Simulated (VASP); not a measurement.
# Ca (Fm-3m) in VASP: notebook, part 3 of 3

VASP 6.6.1. The steps go on from the part before.

## Step 6: Single point, r2SCAN

This run uses another cell than the first one, of 43.89 Å³/atom.

Contents of POSCAR:

```
Ca
1.0
    0.0000000000      2.7997016133      2.7997016133
    2.7997016133      0.0000000000      2.7997016133
    2.7997016133      2.7997016133      0.0000000000
Ca
1
Direct
    0.0000000000      0.0000000000      0.0000000000
```

Contents of INCAR.step1:

```
PREC     = Accurate       # precision mode
ENCUT    = 520            # plane-wave cutoff, eV
ISMEAR   = -1             # smearing method
SIGMA    = 0.1            # smearing width, eV
LREAL    = F              # projectors in reciprocal space
LASPH    = T              # aspherical terms in the spheres
NELM     = 60             # most SCF steps
NBANDS   = 11             # bands
GGA      = PE             # functional
ALGO     = Normal         # electronic algorithm
EDIFF    = 1E-4           # SCF threshold, eV
LWAVE    = T              # write WAVECAR
LCHARG   = F              # write CHGCAR
```

Contents of INCAR.step2:

```
PREC     = Accurate       # precision mode
ENCUT    = 520            # plane-wave cutoff, eV
EDIFF    = 1E-6           # SCF threshold, eV
ISMEAR   = -1             # smearing method
SIGMA    = 0.1            # smearing width, eV
LREAL    = F              # projectors in reciprocal space
LASPH    = T              # aspherical terms in the spheres
NELM     = 60             # most SCF steps
ALGO     = Normal         # electronic algorithm
ISIF     = 2              # what is computed and relaxed
LWAVE    = F              # write WAVECAR
LCHARG   = T              # write CHGCAR
METAGGA  = R2SCAN         # meta-GGA
LMIXTAU  = T            
LELF     = T              # ELF
LVHAR    = T            
NBANDS   = 11             # bands
ISTART   = 1
```

Contents of KPOINTS:

```
Automatic mesh
0
Gamma
  11 11 11
```

Potentials or basis: VASP PAW PBE potentials, release 64 (Ca_sv).

Launch:

```bash
> cat potpaw_PBE.64/Ca_sv/POTCAR > POTCAR
> cp INCAR.step1 INCAR
> mpirun -np 1 vasp_std > vasp.out
> cp INCAR.step2 INCAR
> mpirun -np 1 vasp_std > vasp.out
```

OUTCAR:

```text
PREC = Accurate
   ENCUT = 520
   EDIFF = 1E-6
   ISMEAR = -1
   LREAL = F
   LASPH = T
   NELM = 60
   ISIF = 2
   METAGGA = R2SCAN
   ISTART = 1

 ion  position               nearest neighbor table
   1  0.000  0.000  0.000-

  LATTYP: Found a face centered cubic cell.
 ALAT       =     5.5994032266

  Lattice vectors:

 A1 = (   0.0000000000,   2.7997016133,   2.7997016133)
 A2 = (   2.7997016133,   0.0000000000,   2.7997016133)
 A3 = (   2.7997016133,   2.7997016133,   0.0000000000)

Analysis of symmetry for initial positions (statically):
=====================================================================
 Subroutine PRICEL returns:
 Original cell was already a primitive cell.

 Routine SETGRP: Setting up the symmetry group for a
 face centered cubic supercell.

 Subroutine GETGRP returns: Found 48 space group operations
 (whereof 48 operations were pure point group operations)
 out of a pool of 48 trial point group operations.

The static configuration has the point symmetry O_h .

Analysis of symmetry for dynamics (positions and initial velocities):
=====================================================================
 Subroutine PRICEL returns:
 Original cell was already a primitive cell.

 Routine SETGRP: Setting up the symmetry group for a
 face centered cubic supercell.

 Subroutine GETGRP returns: Found 48 space group operations
 (whereof 48 operations were pure point group operations)
 out of a pool of 48 trial point group operations.

The dynamic configuration has the point symmetry O_h .

 Subroutine INISYM returns: Found 48 space group operations
 (whereof 48 operations are pure point group operations),
 and found     1 'primitive' translations

----------------------------------------------------------------------------------------

                                     Primitive cell

  volume of cell :      43.8900

[... 109 lines left out ...]
  Thomas-Fermi vector in A             =   2.132212
   LORBIT       =      0    0 simple, 1 ext, 2 COOP (PROOUT), +10 PAW based schemes
   METAGGA = R2SCAN    functional components
   LHFCALC =     F    Hartree Fock is set to
   AEXX    =    0.0000 exact exchange contribution
   IVDW    =     0    specifies the selected vdW correction
   LEPSILON=     F    determine dielectric tensor
   LRPA    =     F    only Hartree local field effects (RPA)
 non-spin polarized calculation
  energy-cutoff  :      520.00
  volume of cell :       43.89
 maximum number of plane-waves:      1243
 NGX is ok and might be reduce to    30
   NGX = 15   NGY = 15   NGZ = 15

 number of electron       9.9999997 magnetization

 Free energy of the ion-electron system (eV)
  ---------------------------------------------------
  ext. energy  EPLUGINS =         0.00000000
  ---------------------------------------------------
  free energy    TOTEN  =        -7.05068451 eV

  energy without entropy =       -7.01446812  energy(sigma->0) =       -7.03257632

 E-fermi :   1.8473     XC(G=0):  -8.0913

 val. band max:        1.8248846882   @ k =  -0.3636   0.4545   0.0909
 cond. band min:       1.8732973594   @ k =  -0.3636   0.3636   0.0909
 fundamental gap:      0.0484126712
 Fermi energy:         1.8473350415

 k-point     1 :       0.0000    0.0000    0.0000
  band No.  band energies     occupation
      1     -42.0206      2.00000
      2     -22.0536      2.00000
      3     -22.0536      2.00000
      4     -22.0535      2.00000
      5      -2.3736      2.00000
      6       4.4999      0.00000
      7       4.5000      0.00000
      8       4.5000      0.00000
      9       5.5838      0.00000
     10       5.5838      0.00000
     11      11.2825      0.00000
[... 309 lines left out ...]
 k-point    24 :      -0.1818    0.1818    0.0000
  band No.  band energies     occupation
      1     -42.0125      2.00000
      2     -22.1234      2.00000
      3     -22.0829      2.00000
      4     -22.0623      2.00000
      5      -0.9137      2.00000
      6       3.3770      0.00000
      7       4.1928      0.00000
      8       4.9885      0.00000
      9       5.0792      0.00000
     10       6.0641      0.00000
     11       9.6413      0.00000

 [... further k-points ...]

------------------------ aborting loop because EDIFF is reached ----------------------------------------

  FORCE on cell =-STRESS in cart. coord.  units (eV):
  Direction    XX          YY          ZZ          XY          YZ          ZX
  --------------------------------------------------------------------------------------
  -------------------------------------------------------------------------------------
  Total       -0.0672574     -0.0672574     -0.0672574     -0.0000000     -0.0000000      0.0000000
  in kB       -2.4551905     -2.4551905     -2.4551905     -0.0000000     -0.0000000      0.0000000
  external PRESSURE =      -2.4551905 kB  Pullay stress =       0.0000000 kB

 VOLUME and BASIS-vectors are now :
 -----------------------------------------------------------------------------
  energy-cutoff  :      520.00
  volume of cell :       43.89
      direct lattice vectors                 reciprocal lattice vectors
     0.000000000  2.799701613  2.799701613    -0.178590460  0.178590460  0.178590460
     2.799701613  0.000000000  2.799701613     0.178590460 -0.178590460  0.178590460
     2.799701613  2.799701613  0.000000000     0.178590460  0.178590460 -0.178590460

 POSITION                                       TOTAL-FORCE (eV/Angst)
 -----------------------------------------------------------------------------------
      0.00000      0.00000      0.00000         0.000000      0.000000      0.000000
 -----------------------------------------------------------------------------------
    total drift:                               -0.000000     -0.000000     -0.000000

  FREE ENERGIE OF THE ION-ELECTRON SYSTEM (eV)
  ---------------------------------------------------
  free  energy   TOTEN  =        -7.0506845148 eV

  energy  without entropy=       -7.0144681207  energy(sigma->0) =       -7.03257632
```

OSZICAR.step1:

```text
N       E                     dE             d eps       ncg     rms          rms(c)
DAV:   1     0.654408301331E+02    0.65441E+02   -0.49527E+03  1232   0.807E+02
DAV:   2    -0.362260598785E+00   -0.65803E+02   -0.65160E+02  1337   0.207E+02
DAV:   3    -0.188039110896E+01   -0.15181E+01   -0.14989E+01  1814   0.304E+01
DAV:   4    -0.195499605688E+01   -0.74605E-01   -0.74322E-01  1612   0.518E+00
DAV:   5    -0.195599340503E+01   -0.99735E-03   -0.99716E-03  1721   0.584E-01    0.223E+00
DAV:   6    -0.194972222417E+01    0.62712E-02   -0.11022E-02  1542   0.114E+00    0.137E+00
DAV:   7    -0.194840274613E+01    0.13195E-02   -0.16981E-02  1388   0.152E+00    0.103E-01
DAV:   8    -0.194796253287E+01    0.44021E-03   -0.19430E-03  1460   0.417E-01    0.212E-02
DAV:   9    -0.194797415596E+01   -0.11623E-04   -0.89024E-05  1332   0.794E-02
   1 F= -.19479742E+01 E0= -.19278733E+01  d E =-.402018E-01
```

It took 68 s on 1 thread of AMD EPYC 9R45 (Zen 5), shared host; peak memory 0.15 GiB.

What came out:

```yaml
Free_energy: -7.0507 eV
Pressure: -0.2 GPa
Band_gap_on_the_k_mesh: zero (bands 5 and 6 overlap by 0.44 eV)
```

Caveat: the PAW data sets were made with another functional, which shifts forces and pressure a little.

## Step 7: Single point, PBE

This run uses another cell than the first one, of 39.67 Å³/atom.

Contents of INCAR:

```
SYSTEM = Ca
ALGO = Normal
EDIFF = 1E-7
ENCUT = 520
GGA = PE
ISIF = 2
ISMEAR = -1
LASPH = .TRUE.
LCHARG = .TRUE.
LELF = .TRUE.
LREAL = .FALSE.
LVHAR = .TRUE.
LWAVE = .FALSE.
NBANDS = 11
NELM = 80
PREC = Accurate
SIGMA = 0.06122561905347299
```

Contents of KPOINTS:

```
k-points
0
G
  34 34 34
  0 0 0
```

Contents of POSCAR:

```
Ca
1.0
    0.0000000000      2.7069272600      2.7069272600
    2.7069272600      0.0000000000      2.7069272600
    2.7069272600      2.7069272600      0.0000000000
Ca
1
Direct
    0.0000000000      0.0000000000      0.0000000000
```

Potentials or basis: VASP PAW PBE potentials, release 64 (Ca_sv).

Launch:

```bash
> cat potpaw_PBE.64/Ca_sv/POTCAR > POTCAR
> mpirun -np 1 vasp_std > vasp.out
```

OUTCAR:

```text
SYSTEM = Ca
   EDIFF = 1E-7
   ENCUT = 520
   GGA = PE
   ISIF = 2
   ISMEAR = -1
   LASPH = .TRUE.
   LREAL = .FALSE.
   NELM = 80
   PREC = Accurate

 ion  position               nearest neighbor table
   1  0.000  0.000  0.000-

  LATTYP: Found a face centered cubic cell.
 ALAT       =     5.4138545200

  Lattice vectors:

 A1 = (   0.0000000000,   2.7069272600,   2.7069272600)
 A2 = (   2.7069272600,   0.0000000000,   2.7069272600)
 A3 = (   2.7069272600,   2.7069272600,   0.0000000000)

Analysis of symmetry for initial positions (statically):
=====================================================================
 Subroutine PRICEL returns:
 Original cell was already a primitive cell.

 Routine SETGRP: Setting up the symmetry group for a
 face centered cubic supercell.

 Subroutine GETGRP returns: Found 48 space group operations
 (whereof 48 operations were pure point group operations)
 out of a pool of 48 trial point group operations.

The static configuration has the point symmetry O_h .

Analysis of symmetry for dynamics (positions and initial velocities):
[... 162 lines left out ...]

 k-point     1 :       0.0000    0.0000    0.0000
  band No.  band energies     occupation
      1     -39.6621      2.00000
      2     -20.5700      2.00000
      3     -20.5700      2.00000
      4     -20.5700      2.00000
      5      -1.9234      2.00000
      6       4.6321      0.00000
      7       4.6321      0.00000
      8       4.6321      0.00000
      9       5.7829      0.00000
     10       5.7829      0.00000
     11      11.6020      0.00000
[... 309 lines left out ...]
 k-point    24 :       0.1765    0.0294    0.0000
  band No.  band energies     occupation
      1     -39.6574      2.00000
      2     -20.6145      2.00000
      3     -20.5775      2.00000
      4     -20.5755      2.00000
      5      -1.4185      2.00000
      6       4.1312      0.00000
      7       4.7740      0.00000
      8       4.7827      0.00000
      9       5.6042      0.00000
     10       5.7549      0.00000
     11      11.3506      0.00000

 [... further k-points ...]

------------------------ aborting loop because EDIFF is reached ----------------------------------------

  FORCE on cell =-STRESS in cart. coord.  units (eV):
  Direction    XX          YY          ZZ          XY          YZ          ZX
  --------------------------------------------------------------------------------------
  -------------------------------------------------------------------------------------
  Total        0.2961891      0.2961891      0.2961891     -0.0000000      0.0000000     -0.0000000
  in kB       11.9624423     11.9624423     11.9624423     -0.0000000      0.0000000     -0.0000000
  external PRESSURE =      11.9624423 kB  Pullay stress =       0.0000000 kB

 VOLUME and BASIS-vectors are now :
 -----------------------------------------------------------------------------
  energy-cutoff  :      520.00
  volume of cell :       39.67
      direct lattice vectors                 reciprocal lattice vectors
     0.000000000  2.706927260  2.706927260    -0.184711280  0.184711280  0.184711280
     2.706927260  0.000000000  2.706927260     0.184711280 -0.184711280  0.184711280
     2.706927260  2.706927260  0.000000000     0.184711280  0.184711280 -0.184711280

 POSITION                                       TOTAL-FORCE (eV/Angst)
 -----------------------------------------------------------------------------------
      0.00000      0.00000      0.00000         0.000000     -0.000000      0.000000
 -----------------------------------------------------------------------------------
    total drift:                               -0.000000      0.000000     -0.000000

  FREE ENERGIE OF THE ION-ELECTRON SYSTEM (eV)
  ---------------------------------------------------
  free  energy   TOTEN  =        -1.9282518035 eV

  energy  without entropy=       -1.9120152348  energy(sigma->0) =       -1.92013352
```

OSZICAR:

```text
N       E                     dE             d eps       ncg     rms          rms(c)
DAV:   1     0.674470444513E+02    0.67447E+02   -0.50530E+03 23298   0.828E+02
DAV:   2    -0.417261907123E+00   -0.67864E+02   -0.67226E+02 25434   0.211E+02
DAV:   3    -0.187003688540E+01   -0.14528E+01   -0.14371E+01 33806   0.305E+01
DAV:   4    -0.194134902626E+01   -0.71312E-01   -0.70996E-01 30501   0.523E+00
DAV:   5    -0.194282600832E+01   -0.14770E-02   -0.14767E-02 32495   0.646E-01    0.216E+00
DAV:   6    -0.193212336251E+01    0.10703E-01   -0.11674E-02 29187   0.117E+00    0.132E+00
DAV:   7    -0.192868746886E+01    0.34359E-02   -0.16881E-02 28012   0.151E+00    0.104E-01
DAV:   8    -0.192824119434E+01    0.44627E-03   -0.20068E-03 27828   0.426E-01    0.228E-02
DAV:   9    -0.192825188881E+01   -0.10694E-04   -0.83402E-05 29789   0.807E-02    0.689E-03
DAV:  10    -0.192825226051E+01   -0.37170E-06   -0.60213E-06 35152   0.175E-02    0.119E-03
DAV:  11    -0.192825204340E+01    0.21711E-06   -0.20154E-07 33586   0.272E-03    0.198E-03
DAV:  12    -0.192825179781E+01    0.24558E-06   -0.33288E-08 15939   0.227E-03    0.117E-04
DAV:  13    -0.192825180346E+01   -0.56440E-08   -0.58819E-09 13800   0.811E-04
   1 F= -.19282518E+01 E0= -.19201335E+01  d E =-.162366E-01
```

stdout:

```text
POSCAR found type information on POSCAR Ca
 POSCAR found :  1 types and       1 ions
 scaLAPACK will be used
 LDA part: xc-table for (Slater+PW92), standard interpolation
 POSCAR, INCAR and KPOINTS ok, starting setup
 FFT: planning ... GRIDC
 FFT: planning ... GRID_SOFT
 FFT: planning ... GRID
 WAVECAR not read
 entering main loop
```

It took 3.2 min on 1 thread of AMD EPYC 9R45 (Zen 5), shared host; peak memory 0.5 GiB.

Results:

- Free energy: -1.9283 eV
- Pressure: 1.2 GPa
- Band gap on the k mesh: zero (bands 5 and 6 overlap by 0.26 eV)

## Step 8: Summary

```csv
level,cell,k mesh,smearing,gap on the mesh (eV),pressure (GPa)
r2SCAN,"a = 3.882 Å, angles 60.0°, 1 atom",11 × 11 × 11,fermi-dirac 0.1 eV,none,0.9
r2SCAN,"a = 3.921 Å, angles 60.0°, 1 atom",11 × 11 × 11,fermi-dirac 0.1 eV,none,0.3
r2SCAN,"a = 3.959 Å, angles 60.0°, 1 atom",11 × 11 × 11,fermi-dirac 0.1 eV,none,-0.2
PBE,"a = 3.828 Å, angles 60.0°, 1 atom",34 × 34 × 34,fermi-dirac 0.0612256 eV,none,1.2
```

Alike in all rows: task single point; potentials or basis VASP PAW PBE potentials, release 64 (Ca_sv); no spin polarisation; cutoff (eV) 520.

Caveats: the PAW data sets were made with another functional, which shifts forces and pressure a little (at least some runs).

Total energies depend on the potentials used, so only differences within one code and one set of settings carry meaning.
